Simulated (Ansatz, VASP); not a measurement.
**WS in VASP and in Ansatz**

```
CELL_PARAMETERS angstrom
0.00000 2.53791 2.53791
2.53791 0.00000 2.53791
2.53791 2.53791 0.00000
ATOMIC_POSITIONS crystal
W 0.00000 0.00000 0.00000
S 0.50000 0.50000 0.50000
```

Alike in both runs: functional PBE; k mesh 14 × 14 × 14; occupations gaussian, width 0.1 eV; no spin polarisation; Hubbard terms W d U = 6.2 eV.

Ansatz relaxed the structure, and its values are those at the end. VASP's run is a single point on that final structure, the one shown.

```csv
,VASP,Ansatz
version,VASP 6.6.1,Ansatz 0.2.0
potentials or method,"VASP PAW PBE potentials, release 64 (W_sv, S), cutoff 520 eV","scalar-relativistic, plane waves, PAW"
valence electrons in the cell,20,20
```

Ansatz gave:

| Item | Value |
| --- | --- |
| gap on the k mesh at the Fermi level (eV) | none |
| pressure (GPa) | 0.0 |

Q: Which values does VASP return?

A: gap on the k mesh at the Fermi level (eV): none; pressure (GPa): -4.5.

The programs project onto different local orbitals, so the same U acts differently, and such runs can settle in different states. A gap of «none» marks a metal or a gap that the smearing closes. Ansatz's warnings: filled band counts differ across k points.

Spin-orbit coupling is off throughout.
